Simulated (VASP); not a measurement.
The system is VO2.

```
CELL_PARAMETERS angstrom
4.50720 0.00000 0.00000
0.00000 4.50720 0.00000
0.00000 0.00000 3.04445
ATOMIC_POSITIONS crystal
V 0.50000 0.50000 0.50000
V 0.00000 0.00000 0.00000
O 0.20036 0.79964 0.50000
O 0.79964 0.20036 0.50000
O 0.70036 0.70036 0.00000
O 0.29964 0.29964 0.00000
```

Base run:

| Quantity | Value |
| --- | --- |
| Program | VASP 6.6.1 |
| Functional | PBEsol |
| Potentials or basis | VASP PAW PBE potentials, release 64 (V_sv, O) |
| Cutoff | 600 eV |
| k mesh | 6 × 6 × 9 |
| Occupations | fermi-dirac, width 0.05 eV |
| Spin | collinear spin, ferromagnetic start |
| Starting moments | [2.0, 2.0, 0.0, 0.0, 0.0, 0.0] μB |

Its results: band gap on the k mesh zero (filled and empty bands overlap); pressure -16.0 GPa; net moment 2.00 μB per cell; site moments V +1.07; O -0.07 μB; largest force 0.283 eV/Å.

The run is repeated on the same cell with these changes: functional from PBEsol to PBE exchange alone. What comes out?

Band gap on the k mesh zero (filled and empty bands overlap); pressure 12.2 GPa; net moment 2.00 μB per cell; site moments V +1.15; O -0.10 μB; largest force 0.150 eV/Å.

Caveats: semilocal functionals often make such compounds metallic where correlation or magnetic order opens a gap, which also shifts bond lengths; the stress differs along the axes, from -29 to -10 GPa (at least some runs); the PAW data sets were made with another functional, which shifts forces and pressure a little (at least some runs); the stress differs along the axes, from 3 to 17 GPa (at least some runs).
